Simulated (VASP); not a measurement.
# Hf (P6_3/mmc) in VASP: a series of runs

The runs below take Hf through single point, with PBE.

Program: VASP 6.6.1. These are calculated values, not measurements. Logs are shortened: lines on timing, memory, paths and dates and some standing lists are left out, and cuts for length are marked.

### 1 The cell of the first run

The structure is hexagonal, space group P6_3/mmc (No. 194). Conventional cell: a = 2.778 Å, b = 2.778 Å, c = 4.582 Å, α = 90.00°, β = 90.00°, γ = 120.00°. Within 3.7 Å of Hf (site symmetry -6m2) lie 12 Hf at 2.78 to 2.80 Å.

### 2 Single point, PBE (volume scaled by 0.68)

INCAR reads:

```
SYSTEM = Hf
PREC = Accurate
ENCUT = 520
EDIFF = 1E-6
ISMEAR = -1
SIGMA = 0.05
LREAL = .FALSE.
LASPH = .TRUE.
NELM = 80
ALGO = Normal
ISIF = 2
LWAVE = .FALSE.
LCHARG = .FALSE.
GGA = PE
NBANDS = 17
```

KPOINTS reads:

```
regular mesh
0
G
  14 14 8
  0 0 0
```

POSCAR reads:

```
Hf
1.0
    2.7782256480      0.0000000000      0.0000000000
   -1.3891128240      2.4060139886      0.0000000000
    0.0000000000      0.0000000000      4.5819631272
Hf
2
Direct
    0.3333333333      0.6666666667      0.2500000000
    0.6666666667      0.3333333333      0.7500000000
```

Potentials or basis: VASP PAW PBE potentials, release 64 (Hf_pv).

Launch:

```sh
$ cat potpaw_PBE.64/Hf_pv/POTCAR > POTCAR
$ mpirun -np 1 vasp_std > vasp.out
```

OUTCAR:

```text
SYSTEM = Hf
   PREC = Accurate
   ENCUT = 520
   EDIFF = 1E-6
   ISMEAR = -1
   LREAL = .FALSE.
   LASPH = .TRUE.
   NELM = 80
   ISIF = 2
   GGA = PE

 ion  position               nearest neighbor table
   1  0.333  0.667  0.250-   2 2.80   2 2.80   2 2.80   2 2.80   2 2.80   2 2.80
   2  0.667  0.333  0.750-   1 2.80   1 2.80   1 2.80   1 2.80   1 2.80   1 2.80

  LATTYP: Found a hexagonal cell.
 ALAT       =     2.7782256480
 C/A-ratio  =     1.6492408133

  Lattice vectors:

 A1 = (   2.7782256480,   0.0000000000,   0.0000000000)
 A2 = (  -1.3891128240,   2.4060139886,   0.0000000000)
 A3 = (   0.0000000000,   0.0000000000,   4.5819631272)

Analysis of symmetry for initial positions (statically):
=====================================================================
 Subroutine PRICEL returns:
 Original cell was already a primitive cell.

 Routine SETGRP: Setting up the symmetry group for a
 hexagonal supercell.

 Subroutine GETGRP returns: Found 24 space group operations
 (whereof 12 operations were pure point group operations)
 out of a pool of 24 trial point group operations.

The static configuration has the point symmetry D_3d.
 The point group associated with its full space group is D_6h.

Analysis of symmetry for dynamics (positions and initial velocities):
=====================================================================
 Subroutine PRICEL returns:
 Original cell was already a primitive cell.

 Routine SETGRP: Setting up the symmetry group for a
 hexagonal supercell.

 Subroutine GETGRP returns: Found 24 space group operations
 (whereof 12 operations were pure point group operations)
 out of a pool of 24 trial point group operations.

The dynamic configuration has the point symmetry D_3d.
 The point group associated with its full space group is D_6h.

 Subroutine INISYM returns: Found 24 space group operations
 (whereof 12 operations are pure point group operations),
 and found     1 'primitive' translations

----------------------------------------------------------------------------------------

                                     Primitive cell

  volume of cell :      30.6279

  direct lattice vectors                    reciprocal lattice vectors
     2.778225648  0.000000000  0.000000000     0.359941965  0.207812591  0.000000000
    -1.389112824  2.406013989  0.000000000     0.000000000  0.415625181  0.000000000
     0.000000000  0.000000000  4.581963127     0.000000000  0.000000000  0.218247064

  length of vectors
     2.778225648  2.778225648  4.581963127     0.415625181  0.415625181  0.218247064

  position of ions in fractional coordinates (direct lattice)
     0.333333333  0.666666667  0.250000000
     0.666666667  0.333333333  0.750000000

  ion indices of the primitive-cell ions
   primitive index   ion index
                 1           1
                 2           2

----------------------------------------------------------------------------------------

 KPOINTS: regular mesh

Automatic generation of k-mesh.
 Grid dimensions read from file:
 generate k-points for:   14   14    8

 Generating k-lattice:

  Cartesian coordinates                     Fractional coordinates (reciprocal lattice)
     0.025710140  0.014843756  0.000000000     0.071428571  0.000000000  0.000000000
     0.000000000  0.029687513  0.000000000     0.000000000  0.071428571  0.000000000
     0.000000000  0.000000000  0.027280883     0.000000000  0.000000000  0.125000000

  Length of vectors
     0.029687513  0.029687513  0.027280883

  Shift w.r.t. Gamma in fractional coordinates (k-lattice)
     0.000000000  0.000000000  0.000000000

 Subroutine IBZKPT returns following result:
 ===========================================

 Found    120 irreducible k-points:

 Following reciprocal coordinates:
            Coordinates               Weight
  0.000000  0.000000  0.000000      1.000000
  0.071429  0.000000  0.000000      6.000000
  0.142857  0.000000  0.000000      6.000000
  0.214286  0.000000  0.000000      6.000000
  0.285714  0.000000  0.000000      6.000000
  0.357143  0.000000  0.000000      6.000000
[... 16 lines left out ...]
  0.285714  0.285714  0.000000      6.000000
  0.357143  0.285714  0.000000      6.000000
 [... further k-points ...]
   k-points           NKPTS =    120   k-points in BZ     NKDIM =    120   number of bands    NBANDS=     17
   number of dos      NEDOS =    301   number of ions     NIONS =      2
   total plane-waves  NPLWV =  20736
   dimension x,y,z NGX =    24 NGY =   24 NGZ =   36
   dimension x,y,z NGXF=    48 NGYF=   48 NGZF=   72
   ions per type =               2
   NGX,Y,Z   is equivalent  to a cutoff of  14.36, 14.36, 13.06 a.u.
   NGXF,Y,Z  is equivalent  to a cutoff of  28.72, 28.72, 26.12 a.u.
 SYSTEM =  Hf
   PREC   = accura    normal or accurate (medium, high low for compatibility)
   ISTART =      0    job   : 0-new  1-cont  2-samecut
   ICHARG =      2    charge: 1-file 2-atom 10-const
   ISPIN  =      1    spin polarized calculation?
   LNONCOLLINEAR =      F non collinear calculations
   LSORBIT =      F    spin-orbit coupling
   LASPH  =      T    aspherical Exc in radial PAW
   ENCUT  =  520.0 eV  38.22 Ry    6.18 a.u.   5.17  5.17  8.52*2*pi/ulx,y,z
   NELM   =     80;   NELMIN=  2; NELMDL= -5     # of ELM steps
   EDIFF  = 0.1E-05   stopping-criterion for ELM
   LREAL  =      F    real-space projection
   EDIFFG = 0.1E-04   stopping-criterion for IOM
   NSW    =      0    number of steps for IOM
   IBRION =     -1    ionic relax: 0-MD 1-quasi-New 2-CG
   NFREE  =      0    steps in history (QN), initial steepest desc. (CG)
   ISIF   =      2    stress and relaxation
   ISYM   =      2    0-nonsym 1-usesym 2-fastsym
   POTIM  = 0.5000    time-step for ionic-motion
   TEBEG  =    0.0;   TEEND  =   0.0 temperature during run
   PSTRESS=    0.0 pullay stress
   NELECT =      20.0000    total number of electrons
   NUPDOWN=      -1.0000    fix difference up-down
   EMIN   =  10.00;   EMAX   =-10.00  energy-range for DOS
   EFERMI =   0.00;   METHOD = LEGACY
   ISMEAR =    -1;   SIGMA  =   0.05  broadening in eV -4-tet -1-fermi 0-gaus
   EFERMI_NEDOS =   21; number of points for ismear=-14 and -15
   IALGO  =     38    algorithm
   IMIX   =      4    mixing-type and parameters
     AMIX     =   0.40;   BMIX     =  1.00
     AMIX_MAG =   1.60;   BMIX_MAG =  1.00
  volume/ion in A,a.u.               =      15.31       103.34
  Fermi-wavevector in a.u.,A,eV,Ry     =   1.420297  2.683972 27.446253  2.017243
  Thomas-Fermi vector in A             =   2.541227
   LORBIT       =      0    0 simple, 1 ext, 2 COOP (PROOUT), +10 PAW based schemes
   GGA     = PE    functional components
   LHFCALC =     F    Hartree Fock is set to
   AEXX    =    0.0000 exact exchange contribution
   IVDW    =     0    specifies the selected vdW correction
   LEPSILON=     F    determine dielectric tensor
   LRPA    =     F    only Hartree local field effects (RPA)
 non-spin polarized calculation
  energy-cutoff  :      520.00
  volume of cell :       30.63
 maximum number of plane-waves:       837
 NGX is ok and might be reduce to    24
   NGX = 11   NGY = 11   NGZ = 17

 number of electron      20.0000002 magnetization

 Free energy of the ion-electron system (eV)
  ---------------------------------------------------
  ext. energy  EPLUGINS =         0.00000000
  ---------------------------------------------------
  free energy    TOTEN  =       -17.23588961 eV

  energy without entropy =      -17.22384093  energy(sigma->0) =      -17.22986527

 E-fermi :   7.8961     XC(G=0): -13.1418

 val. band max:        7.8867112302   @ k =   0.2143   0.0714   0.3750
 cond. band min:       7.9172079936   @ k =   0.0000   0.0000   0.3750
 fundamental gap:      0.0304967633
 Fermi energy:         7.8960677790

 k-point     1 :       0.0000    0.0000    0.0000
  band No.  band energies     occupation
      1     -23.5232      2.00000
      2     -21.1760      2.00000
      3     -21.1760      2.00000
      4     -20.9346      2.00000
      5     -20.8645      2.00000
      6     -20.8645      2.00000
[... 9 lines left out ...]
     16      11.8165      0.00000
     17      15.5904      0.00000

 k-point     2 :       0.0714    0.0000    0.0000
  band No.  band energies     occupation
      1     -23.4820      2.00000
      2     -21.2910      2.00000
      3     -21.2103      2.00000
      4     -20.9849      2.00000
      5     -20.9486      2.00000
      6     -20.8792      2.00000
[... 9 lines left out ...]
     16      11.5528      0.00000
     17      15.8167      0.00000

 k-point     3 :       0.1429    0.0000    0.0000
  band No.  band energies     occupation
      1     -23.3621      2.00000
      2     -21.6082      2.00000
      3     -21.3066      2.00000
      4     -21.3025      2.00000
      5     -20.9919      2.00000
      6     -20.9228      2.00000
[... 9 lines left out ...]
     16      11.2303      0.00000
     17      16.2974      0.00000

 k-point     4 :       0.2143    0.0000    0.0000
  band No.  band energies     occupation
      1     -23.1746      2.00000
      2     -22.0541      2.00000
      3     -21.7373      2.00000
      4     -21.4283      2.00000
      5     -21.0675      2.00000
      6     -20.9901      2.00000
[... 9 lines left out ...]
     16      12.3366      0.00000
     17      16.7587      0.00000
[... 343 lines left out ...]
      1     -23.0456      2.00000
      2     -22.6603      2.00000
      3     -22.2360      2.00000
      4     -22.1890      2.00000
      5     -21.7524      2.00000
      6     -21.6576      2.00000
[... 9 lines left out ...]
     16      15.9411      0.00000
     17      18.5287      0.00000

 k-point    23 :       0.2857    0.2857    0.0000
  band No.  band energies     occupation
      1     -22.9271      2.00000
      2     -22.6430      2.00000
      3     -22.2942      2.00000
      4     -22.1586      2.00000
      5     -21.9101      2.00000
      6     -21.6809      2.00000
[... 9 lines left out ...]
     16      15.7405      0.00000
     17      18.4380      0.00000

 k-point    24 :       0.3571    0.2857    0.0000
  band No.  band energies     occupation
      1     -22.9159      2.00000
      2     -22.5306      2.00000
      3     -22.4726      2.00000
      4     -22.0176      2.00000
      5     -22.0148      2.00000
      6     -21.8062      2.00000
[... 9 lines left out ...]
     16      15.6332      0.00000
     17      17.4323      0.00000

 [... further k-points ...]
[... 5 lines left out ...]
  --------------------------------------------------------------------------------------
  -------------------------------------------------------------------------------------
  Total       14.7441763     14.7441763     14.6716745      0.0000000     -0.0000000      0.0000000
  in kB      771.2831507    771.2831507    767.4905075      0.0000000     -0.0000000      0.0000000
  external PRESSURE =     770.0189363 kB  Pullay stress =       0.0000000 kB

 VOLUME and BASIS-vectors are now :
 -----------------------------------------------------------------------------
  energy-cutoff  :      520.00
  volume of cell :       30.63
      direct lattice vectors                 reciprocal lattice vectors
     2.778225648  0.000000000  0.000000000     0.359941965  0.207812591  0.000000000
    -1.389112824  2.406013989  0.000000000     0.000000000  0.415625181  0.000000000
     0.000000000  0.000000000  4.581963127     0.000000000  0.000000000  0.218247064

 POSITION                                       TOTAL-FORCE (eV/Angst)
 -----------------------------------------------------------------------------------
     -0.00000      1.60401      1.14549         0.000000     -0.000000      0.000000
      1.38911      0.80200      3.43647        -0.000000      0.000000      0.000000
 -----------------------------------------------------------------------------------
    total drift:                               -0.000000      0.000000     -0.000000

  FREE ENERGIE OF THE ION-ELECTRON SYSTEM (eV)
  ---------------------------------------------------
  free  energy   TOTEN  =       -17.2358896055 eV

  energy  without entropy=      -17.2238409330  energy(sigma->0) =      -17.22986527
```

Wall time 41 s (1 thread of Intel Xeon 6975P-C, shared host); peak memory 0.19 GiB.

Results:

* Free energy: -17.2359 eV
* Pressure: 77.0 GPa
* Band gap on the k mesh: zero (band 10 reaches 9.37 eV, above the bottom of band 11 at 7.59 eV)

Levels at points of the mesh, in eV from the Fermi level:
| k point | band 6 | band 7 | band 8 | band 9 | band 10 | band 11 | band 12 | band 13 | band 14 | band 15 |
| --- | --- | --- | --- | --- | --- | --- | --- | --- | --- | --- |
| (0.00, 0.00, 0.00) | -28.76 | -8.40 | -5.07 | 0.97 | 1.24 | 1.24 | 2.41 | 2.41 | 2.42 | 3.92 |
| (0.50, 0.00, 0.00) | -29.10 | -4.54 | -4.04 | -3.81 | 0.70 | 0.91 | 1.15 | 2.30 | 9.26 | 9.47 |
| (0.00, 0.00, 0.50) | -28.92 | -5.80 | -5.80 | -0.14 | -0.14 | 1.19 | 1.19 | 1.19 | 1.19 | 6.96 |
| (0.50, 0.00, 0.50) | -29.40 | -4.90 | -4.90 | -2.18 | -2.18 | 3.32 | 3.32 | 3.78 | 3.78 | 8.98 |

Caveat: spin-orbit coupling is left out, which moves the levels of the heavy elements.

### 3 Single point, PBE (volume scaled by 0.68)

INCAR reads:

```
  PREC = Accurate
  ENCUT = 520
  EDIFF = 1E-6
  ISMEAR = -1
  SIGMA = 0.05
  LREAL = False
  LASPH = True
  NELM = 100
  ALGO = Normal
  ISIF = 2
  LWAVE = False
  LCHARG = False
  GGA = PE
  NBANDS = 17
```

KPOINTS reads:

```
Automatic mesh
0
Gamma
  14 14 8
```

POSCAR is that of step 2.

Potentials or basis: VASP PAW PBE potentials, release 64 (Hf_pv).

Launch:

```sh
$ cat potpaw_PBE.64/Hf_pv/POTCAR > POTCAR
$ mpirun -np 1 vasp_std > vasp.out
```

OUTCAR:

```text
PREC = Accurate
   ENCUT = 520
   EDIFF = 1E-6
   ISMEAR = -1
   LREAL = False
   LASPH = True
   NELM = 100
   ISIF = 2
   GGA = PE

 ion  position               nearest neighbor table
   1  0.333  0.667  0.250-   2 2.80   2 2.80   2 2.80   2 2.80   2 2.80   2 2.80
   2  0.667  0.333  0.750-   1 2.80   1 2.80   1 2.80   1 2.80   1 2.80   1 2.80

  LATTYP: Found a hexagonal cell.
 ALAT       =     2.7782256480
 C/A-ratio  =     1.6492408133

  Lattice vectors:

 A1 = (   2.7782256480,   0.0000000000,   0.0000000000)
 A2 = (  -1.3891128240,   2.4060139886,   0.0000000000)
 A3 = (   0.0000000000,   0.0000000000,   4.5819631272)

Analysis of symmetry for initial positions (statically):
=====================================================================
 Subroutine PRICEL returns:
 Original cell was already a primitive cell.

 Routine SETGRP: Setting up the symmetry group for a
 hexagonal supercell.

 Subroutine GETGRP returns: Found 24 space group operations
 (whereof 12 operations were pure point group operations)
 out of a pool of 24 trial point group operations.

The static configuration has the point symmetry D_3d.
 The point group associated with its full space group is D_6h.

Analysis of symmetry for dynamics (positions and initial velocities):
=====================================================================
 Subroutine PRICEL returns:
 Original cell was already a primitive cell.

 Routine SETGRP: Setting up the symmetry group for a
 hexagonal supercell.

 Subroutine GETGRP returns: Found 24 space group operations
 (whereof 12 operations were pure point group operations)
 out of a pool of 24 trial point group operations.

The dynamic configuration has the point symmetry D_3d.
 The point group associated with its full space group is D_6h.

 Subroutine INISYM returns: Found 24 space group operations
 (whereof 12 operations are pure point group operations),
 and found     1 'primitive' translations

[... 106 lines left out ...]
   NUPDOWN=      -1.0000    fix difference up-down
   EMIN   =  10.00;   EMAX   =-10.00  energy-range for DOS
   EFERMI =   0.00;   METHOD = LEGACY
   ISMEAR =    -1;   SIGMA  =   0.05  broadening in eV -4-tet -1-fermi 0-gaus
   EFERMI_NEDOS =   21; number of points for ismear=-14 and -15
   IALGO  =     38    algorithm
   IMIX   =      4    mixing-type and parameters
     AMIX     =   0.40;   BMIX     =  1.00
     AMIX_MAG =   1.60;   BMIX_MAG =  1.00
  volume/ion in A,a.u.               =      15.31       103.34
  Fermi-wavevector in a.u.,A,eV,Ry     =   1.420297  2.683972 27.446253  2.017243
  Thomas-Fermi vector in A             =   2.541227
   LORBIT       =      0    0 simple, 1 ext, 2 COOP (PROOUT), +10 PAW based schemes
   GGA     = PE    functional components
   LHFCALC =     F    Hartree Fock is set to
   AEXX    =    0.0000 exact exchange contribution
   IVDW    =     0    specifies the selected vdW correction
   LEPSILON=     F    determine dielectric tensor
   LRPA    =     F    only Hartree local field effects (RPA)
 non-spin polarized calculation
  energy-cutoff  :      520.00
  volume of cell :       30.63
 maximum number of plane-waves:       837
 NGX is ok and might be reduce to    24
   NGX = 11   NGY = 11   NGZ = 17

 number of electron      20.0000002 magnetization

 Free energy of the ion-electron system (eV)
  ---------------------------------------------------
  ext. energy  EPLUGINS =         0.00000000
  ---------------------------------------------------
  free energy    TOTEN  =       -17.23588961 eV

  energy without entropy =      -17.22384093  energy(sigma->0) =      -17.22986527

 E-fermi :   7.8961     XC(G=0): -13.1418

 val. band max:        7.8867112302   @ k =   0.2143   0.0714   0.3750
 cond. band min:       7.9172079936   @ k =   0.0000   0.0000   0.3750
 fundamental gap:      0.0304967633
 Fermi energy:         7.8960677790

 k-point     1 :       0.0000    0.0000    0.0000
  band No.  band energies     occupation
      1     -23.5232      2.00000
      2     -21.1760      2.00000
      3     -21.1760      2.00000
      4     -20.9346      2.00000
      5     -20.8645      2.00000
      6     -20.8645      2.00000
[... 457 lines left out ...]
      4     -22.0176      2.00000
      5     -22.0148      2.00000
      6     -21.8062      2.00000
[... 9 lines left out ...]
     16      15.6332      0.00000
     17      17.4323      0.00000

 [... further k-points ...]
[... 5 lines left out ...]
  --------------------------------------------------------------------------------------
  -------------------------------------------------------------------------------------
  Total       14.7441763     14.7441763     14.6716745      0.0000000     -0.0000000      0.0000000
  in kB      771.2831507    771.2831507    767.4905075      0.0000000     -0.0000000      0.0000000
  external PRESSURE =     770.0189363 kB  Pullay stress =       0.0000000 kB

 VOLUME and BASIS-vectors are now :
 -----------------------------------------------------------------------------
  energy-cutoff  :      520.00
  volume of cell :       30.63
      direct lattice vectors                 reciprocal lattice vectors
     2.778225648  0.000000000  0.000000000     0.359941965  0.207812591  0.000000000
    -1.389112824  2.406013989  0.000000000     0.000000000  0.415625181  0.000000000
     0.000000000  0.000000000  4.581963127     0.000000000  0.000000000  0.218247064

 POSITION                                       TOTAL-FORCE (eV/Angst)
 -----------------------------------------------------------------------------------
     -0.00000      1.60401      1.14549         0.000000     -0.000000      0.000000
      1.38911      0.80200      3.43647        -0.000000      0.000000      0.000000
 -----------------------------------------------------------------------------------
    total drift:                               -0.000000      0.000000     -0.000000

  FREE ENERGIE OF THE ION-ELECTRON SYSTEM (eV)
  ---------------------------------------------------
  free  energy   TOTEN  =       -17.2358896055 eV

  energy  without entropy=      -17.2238409330  energy(sigma->0) =      -17.22986527
```

stdout:

```text
POSCAR found type information on POSCAR Hf
 POSCAR found :  1 types and       2 ions
 scaLAPACK will be used
 LDA part: xc-table for (Slater+PW92), standard interpolation
 POSCAR, INCAR and KPOINTS ok, starting setup
 FFT: planning ... GRIDC
 FFT: planning ... GRID_SOFT
 FFT: planning ... GRID
 WAVECAR not read
 entering main loop
```

Wall time 36 s (1 thread of Intel Xeon 6975P-C, shared host); peak memory 0.19 GiB.

Results:

```yaml
Free_energy: -17.2359 eV
Pressure: 77.0 GPa
Band_gap_on_the_k_mesh: zero (band 10 reaches 9.37 eV, above the bottom of band 11 at 7.59 eV)
```

Caveat: spin-orbit coupling is left out, which moves the levels of the heavy elements.

(Continued in part 2 of 2.)
